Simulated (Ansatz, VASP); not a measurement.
# One calculation of CsSnI3, two programs

POSCAR

```
CsSnI3
1.0
    6.2414907048      0.0000000000      0.0000000000
    0.0000000000      6.2414907048      0.0000000000
    0.0000000000      0.0000000000      6.4911503330
Cs Sn I
1 1 3
Direct
    0.0000000000      0.0000000000      0.0000000000
    0.5000000000      0.5000000000      0.5000000000
    0.5000000000      0.5000000000      0.0000000000
    0.5000000000      0.0000000000      0.5000000000
    0.0000000000      0.5000000000      0.5000000000
```

The input INCAR.step1:

```
PREC = Accurate
ENCUT = 520
EDIFF = 1E-5
ISMEAR = 0
SIGMA = 0.01
LREAL = False
LASPH = True
NELM = 100
ALGO = Normal
ISIF = 2
LWAVE = True
LCHARG = False
GGA = PE
NBANDS = 30
```

The input INCAR.step2:

```
PREC = Accurate
ENCUT = 520
EDIFF = 1E-7
ISMEAR = 0
SIGMA = 0.01
LREAL = False
LASPH = True
NELM = 100
ALGO = Normal
ISIF = 2
LWAVE = False
LCHARG = False
GGA = PE
LHFCALC = True
HFSCREEN = 0.2079
PRECFOCK = Fast
ISTART = 1
NBANDS = 30
```

File KPOINTS:

```
Automatic mesh
0
Gamma
  2 2 2
```

Input for Ansatz:

```yaml
crystal:
  lattice:
    - [6.2414907048, 0.0, 0.0]
    - [0.0, 6.2414907048, 0.0]
    - [0.0, 0.0, 6.491150333]
  atoms:
    - { symbol: Cs, position: [0.0, 0.0, 0.0] }
    - { symbol: Sn, position: [0.5, 0.5, 0.5] }
    - { symbol: I, position: [0.5, 0.5, 0.0] }
    - { symbol: I, position: [0.5, 0.0, 0.5] }
    - { symbol: I, position: [0.0, 0.5, 0.5] }
kpoints:
  mp_grid: { grid: [2, 2, 2] }
  band_path:
    path: [[0.0, 0.0, 0.0], [0.0, 0.5, 0.0], [0.5, 0.5, 0.0], [0.5, 0.5, 0.5]]
    npoints: 1
hamiltonian:
  xc: hse06
scf:
  occupations: { method: fixed }
  n_extra_bands: 5
output:
  forces: true
  stress: true
  eigenvalues: true
```

Change from the starting cell: uniaxial_z strain +4.0%.

Alike in both runs: task single point; functional HSE06; k mesh 2 × 2 × 2; no spin polarisation.

|  | VASP | Ansatz |
| --- | --- | --- |
| version | VASP 6.6.1 | Ansatz 0.2.0 |
| potentials or method | VASP PAW PBE potentials, release 64 (Cs_sv, Sn_d, I) | plane waves, PAW |
| plane-wave cutoff (eV) | 520 | 420 |
| occupations | gaussian, width 0.01 eV | fixed |
| valence electrons in the cell | 44 | 74 |

VASP gave:

| Item | Value |
| --- | --- |
| gap on the k mesh at the Fermi level (eV) | 0.85 |
| pressure (GPa) | 0.7 |
| traceless stress, the component that is largest in VASP (GPa) | -0.89 |

Task: Estimate Ansatz's values.

Result: gap on the k mesh at the Fermi level (eV): 0.84; pressure (GPa): 0.7; traceless stress, the component that is largest in VASP (GPa): -0.89.

VASP's potentials hold 44 valence electrons a cell and Ansatz's 74, so a difference there can come from the potentials and not from the codes. Ansatz's warnings: stress exchange threshold loose, stress scf threshold loose.

The k mesh is coarse, so the values compare programs but aren't converged. Spin-orbit coupling is off throughout.
